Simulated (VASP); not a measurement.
# N (P6_3/mmc) in VASP: notebook, part 2 of 2

VASP 6.6.1.

**3. Relaxation of cell and atoms, PBE+D3(BJ)**

File INCAR:

```
SYSTEM = N
PREC = Accurate ; ENCUT = 600
EDIFF = 1E-7 ; ISMEAR = 0
SIGMA = 0.02 ; LREAL = .FALSE.
LASPH = .TRUE. ; NELM = 120
ALGO = Normal ; ISIF = 3
LWAVE = .FALSE. ; LCHARG = .FALSE.
GGA = PE ; IVDW = 12
IBRION = 2 ; NSW = 90
EDIFFG = -0.02 ; GGA_COMPAT = .FALSE.
NELMIN = 4
```

File KPOINTS:

```
regular mesh
0
G
  6 6 4
  0 0 0
```

File POSCAR:

```
N
1.0
    3.8093295917      0.0000000000      0.0000000000
   -1.9046647959      3.2989761978      0.0000000000
    0.0000000000      0.0000000000      7.4655911978
N
4
Direct
    0.3333333333      0.6666666667      0.3238121618
    0.3333333333      0.6666666667      0.1761878382
    0.6666666667      0.3333333333      0.8238121618
    0.6666666667      0.3333333333      0.6761878382
```

Potentials or basis: VASP PAW PBE potentials, release 64 (N).

Launch:

```console
$ cat potpaw_PBE.64/N/POTCAR > POTCAR
$ mpirun -np 1 vasp_std > vasp.out
```

OUTCAR:

```text
SYSTEM = N
   PREC = Accurate
   ENCUT = 600
   EDIFF = 1E-7
   ISMEAR = 0
   LREAL = .FALSE.
   LASPH = .TRUE.
   NELM = 120
   ISIF = 3
   GGA = PE
   IVDW = 12
   IBRION = 2
   NSW = 90
   EDIFFG = -0.02
   NELMIN = 4
 IVDW          = 12

 ion  position               nearest neighbor table
   1  0.333  0.667  0.324-   2 1.10
   2  0.333  0.667  0.176-   1 1.10
   3  0.667  0.333  0.824-   4 1.10
   4  0.667  0.333  0.676-   3 1.10

  LATTYP: Found a hexagonal cell.
 ALAT       =     3.8093295917
 C/A-ratio  =     1.9598176052

  Lattice vectors:

 A1 = (   3.8093295917,   0.0000000000,   0.0000000000)
 A2 = (  -1.9046647959,   3.2989761978,   0.0000000000)
 A3 = (   0.0000000000,   0.0000000000,   7.4655911978)

Analysis of symmetry for initial positions (statically):
=====================================================================
 Subroutine PRICEL returns:
 Original cell was already a primitive cell.

 Routine SETGRP: Setting up the symmetry group for a
 hexagonal supercell.

 Subroutine GETGRP returns: Found 24 space group operations
 (whereof 12 operations were pure point group operations)
 out of a pool of 24 trial point group operations.

The static configuration has the point symmetry D_3d.
 The point group associated with its full space group is D_6h.

Analysis of symmetry for dynamics (positions and initial velocities):
=====================================================================
 Subroutine PRICEL returns:
 Original cell was already a primitive cell.

 Routine SETGRP: Setting up the symmetry group for a
 hexagonal supercell.

 Subroutine GETGRP returns: Found 24 space group operations
 (whereof 12 operations were pure point group operations)
 out of a pool of 24 trial point group operations.

The dynamic configuration has the point symmetry D_3d.
 The point group associated with its full space group is D_6h.

 Subroutine INISYM returns: Found 24 space group operations
 (whereof 12 operations are pure point group operations),
 and found     1 'primitive' translations

----------------------------------------------------------------------------------------

                                     Primitive cell

  volume of cell :      93.8192

  direct lattice vectors                    reciprocal lattice vectors
     3.809329592  0.000000000  0.000000000     0.262513384  0.151562173  0.000000000
    -1.904664796  3.298976198  0.000000000     0.000000000  0.303124345  0.000000000
     0.000000000  0.000000000  7.465591198     0.000000000  0.000000000  0.133947865

  length of vectors
     3.809329592  3.809329592  7.465591198     0.303124345  0.303124345  0.133947865

  position of ions in fractional coordinates (direct lattice)
     0.333333333  0.666666667  0.323812162
     0.333333333  0.666666667  0.176187838
     0.666666667  0.333333333  0.823812162
     0.666666667  0.333333333  0.676187838

  ion indices of the primitive-cell ions
   primitive index   ion index
                 1           1
                 2           2
                 3           3
                 4           4

----------------------------------------------------------------------------------------

 KPOINTS: regular mesh

Automatic generation of k-mesh.
 Grid dimensions read from file:
 generate k-points for:    6    6    4

 Generating k-lattice:

  Cartesian coordinates                     Fractional coordinates (reciprocal lattice)
     0.043752231  0.025260362  0.000000000     0.166666667 -0.000000000  0.000000000
     0.000000000  0.050520724  0.000000000     0.000000000  0.166666667  0.000000000
     0.000000000  0.000000000  0.033486966     0.000000000  0.000000000  0.250000000

  Length of vectors
     0.050520724  0.050520724  0.033486966

  Shift w.r.t. Gamma in fractional coordinates (k-lattice)
     0.000000000  0.000000000  0.000000000

 Subroutine IBZKPT returns following result:
 ===========================================

 Found     21 irreducible k-points:

 Following reciprocal coordinates:
            Coordinates               Weight
  0.000000  0.000000  0.000000      1.000000
  0.166667  0.000000  0.000000      6.000000
  0.333333 -0.000000  0.000000      6.000000
  0.500000 -0.000000  0.000000      3.000000
  0.166667  0.166667  0.000000      6.000000
  0.333333  0.166667  0.000000     12.000000
[... 13 lines left out ...]
  0.333333  0.166667  0.500000     12.000000
  0.333333  0.333333  0.500000      2.000000
   k-points           NKPTS =     21   k-points in BZ     NKDIM =     21   number of bands    NBANDS=     14
   number of dos      NEDOS =    301   number of ions     NIONS =      4
   total plane-waves  NPLWV =  54000
   dimension x,y,z NGX =    30 NGY =   30 NGZ =   60
   dimension x,y,z NGXF=    60 NGYF=   60 NGZF=  120
   ions per type =               4
   NGX,Y,Z   is equivalent  to a cutoff of  13.09, 13.09, 13.36 a.u.
   NGXF,Y,Z  is equivalent  to a cutoff of  26.19, 26.19, 26.72 a.u.
 SYSTEM =  N
   PREC   = accura    normal or accurate (medium, high low for compatibility)
   ISTART =      0    job   : 0-new  1-cont  2-samecut
   ICHARG =      2    charge: 1-file 2-atom 10-const
   ISPIN  =      1    spin polarized calculation?
   LNONCOLLINEAR =      F non collinear calculations
   LSORBIT =      F    spin-orbit coupling
   LASPH  =      T    aspherical Exc in radial PAW
   ENCUT  =  600.0 eV  44.10 Ry    6.64 a.u.   7.61  7.61 14.91*2*pi/ulx,y,z
   NELM   =    120;   NELMIN=  4; NELMDL= -5     # of ELM steps
   EDIFF  = 0.1E-06   stopping-criterion for ELM
   LREAL  =      F    real-space projection
   EDIFFG = -.2E-01   stopping-criterion for IOM
   NSW    =     90    number of steps for IOM
   IBRION =      2    ionic relax: 0-MD 1-quasi-New 2-CG
   NFREE  =      1    steps in history (QN), initial steepest desc. (CG)
   ISIF   =      3    stress and relaxation
   ISYM   =      2    0-nonsym 1-usesym 2-fastsym
   POTIM  = 0.5000    time-step for ionic-motion
   TEBEG  =    0.0;   TEEND  =   0.0 temperature during run
   PSTRESS=    0.0 pullay stress
   NELECT =      20.0000    total number of electrons
   NUPDOWN=      -1.0000    fix difference up-down
   EMIN   =  10.00;   EMAX   =-10.00  energy-range for DOS
   EFERMI =   0.00;   METHOD = LEGACY
   ISMEAR =     0;   SIGMA  =   0.02  broadening in eV -4-tet -1-fermi 0-gaus
   EFERMI_NEDOS =   21; number of points for ismear=-14 and -15
   IALGO  =     38    algorithm
   IMIX   =      4    mixing-type and parameters
     AMIX     =   0.40;   BMIX     =  1.00
     AMIX_MAG =   1.60;   BMIX_MAG =  1.00
  volume/ion in A,a.u.               =      23.45       158.28
  Fermi-wavevector in a.u.,A,eV,Ry     =   0.977959  1.848075 13.012676  0.956405
  Thomas-Fermi vector in A             =   2.108698
   LORBIT       =      0    0 simple, 1 ext, 2 COOP (PROOUT), +10 PAW based schemes
   GGA     = PE    functional components
   LHFCALC =     F    Hartree Fock is set to
   AEXX    =    0.0000 exact exchange contribution
   IVDW    =    12    specifies the selected vdW correction
   LEPSILON=     F    determine dielectric tensor
   LRPA    =     F    only Hartree local field effects (RPA)
 conjugate gradient relaxation of ions
 non-spin polarized calculation
 Gauss-broadening in eV      SIGMA  =   0.02
  energy-cutoff  :      600.00
  volume of cell :       93.82
 maximum number of plane-waves:      3150
   NGX = 15   NGY = 15   NGZ = 29

--------------------------------------- Ionic step        1  -------------------------------------------

 number of electron      20.0000003 magnetization

 Free energy of the ion-electron system (eV)
  ---------------------------------------------------
  ext. energy  EPLUGINS =         0.00000000
  ---------------------------------------------------
  free energy    TOTEN  =       -33.29916446 eV

  energy without entropy =      -33.29916446  energy(sigma->0) =      -33.29916446

------------------------ aborting loop because EDIFF is reached ----------------------------------------

 Edisp (eV)   -0.20616

 E8    (eV) :    -0.0484
[... 111 lines left out ...]
  FREE ENERGIE OF THE ION-ELECTRON SYSTEM (eV)
  ---------------------------------------------------
  free  energy   TOTEN  =       -33.5156986034 eV

  energy  without entropy=      -33.5156986034  energy(sigma->0) =      -33.51569860

[... ionic steps 4 to 9 ...]

--------------------------------------- Ionic step       10  -------------------------------------------

 number of electron      20.0000001 magnetization

------------------------ aborting loop because EDIFF is reached ----------------------------------------
[... 79 lines left out ...]
--------------------------------------- Ionic step       12  -------------------------------------------

 number of electron      19.9999998 magnetization

 Free energy of the ion-electron system (eV)
  ---------------------------------------------------
  ext. energy  EPLUGINS =         0.00000000
  ---------------------------------------------------
  free energy    TOTEN  =       -33.29981675 eV

  energy without entropy =      -33.29981675  energy(sigma->0) =      -33.29981675

 E-fermi :  -6.0027     XC(G=0):  -6.5617

 val. band max:       -6.1227714430   @ k =   0.0000   0.0000   0.0000
 cond. band min:       0.6786952376   @ k =   0.5000  -0.0000   0.0000
 fundamental gap:      6.8014666807
 Fermi energy:        -6.0026812332

 k-point     1 :       0.0000    0.0000    0.0000
  band No.  band energies     occupation
      1     -24.6284      2.00000
      2     -24.6001      2.00000
      3     -10.5038      2.00000
      4      -9.6097      2.00000
      5      -7.6888      2.00000
      6      -7.6888      2.00000
      7      -7.6132      2.00000
      8      -7.6132      2.00000
      9      -7.4347      2.00000
     10      -6.1228      2.00000
     11       1.7831      0.00000
     12       1.7831      0.00000
     13       2.1443      0.00000
     14       2.1443      0.00000
[... 373 lines left out ...]
  FREE ENERGIE OF THE ION-ELECTRON SYSTEM (eV)
  ---------------------------------------------------
  free  energy   TOTEN  =       -33.5272253891 eV

  energy  without entropy=      -33.5272253891  energy(sigma->0) =      -33.52722539

 reached required accuracy - stopping structural energy minimisation
```

CONTCAR:

```text
N
   1.00000000000000
     3.7249719246646680    0.0000000000012778   -0.0000000000000000
    -1.8624859623801204    3.2259203151427744    0.0000000000000000
     0.0000000000000000    0.0000000000000000    7.2813855586546863
  N
     4
Direct
     0.3333333332999970    0.6666666667000030    0.3264004216176059
     0.3333333332999970    0.6666666667000030    0.1735995783823940
     0.6666666667000030    0.3333333332999970    0.8264004216176062
     0.6666666667000030    0.3333333332999970    0.6735995783823938

  0.00000000E+00  0.00000000E+00  0.00000000E+00
  0.00000000E+00  0.00000000E+00  0.00000000E+00
  0.00000000E+00  0.00000000E+00  0.00000000E+00
  0.00000000E+00  0.00000000E+00  0.00000000E+00
```

Run time: 2.6 min. Hardware: 1 thread of Intel Xeon 6975P-C (Granite Rapids), shared host; peak memory 0.23 GiB.

What came out:

| Quantity | Value |
| --- | --- |
| Free energy | -33.5272 eV |
| Relaxed volume | 21.87 Å³/atom |
| Relaxed cell | a = 3.725 Å, b = 3.725 Å, c = 7.281 Å, α = 90.00°, β = 90.00°, γ = 120.00° |
| Space group after relaxing (to 0.1 Å) | P6_3/mmc (No. 194) |
| Pressure after relaxing | 0.0 GPa |
| Largest force after relaxing | 0.016 eV/Å |
| Band gap on the k mesh | 6.80 eV (least direct gap 6.94 eV) |
| Dispersion energy per atom | -0.057 eV |

Forces on the atoms (eV/Å):
```
N    0.000  0.000 -0.016
N    0.000  0.000  0.016
N    0.000  0.000 -0.016
N    0.000  0.000  0.016
```

Final structure:
```
CELL_PARAMETERS angstrom
3.72497 0.00000 0.00000
-1.86249 3.22592 0.00000
0.00000 0.00000 7.28139
ATOMIC_POSITIONS crystal
N 0.33333 0.66667 0.32640
N 0.33333 0.66667 0.17360
N 0.66667 0.33333 0.82640
N 0.66667 0.33333 0.67360
```

Caveat: the standard files for N, O and F lose accuracy on very short bonds. A k mesh can miss the band edges.
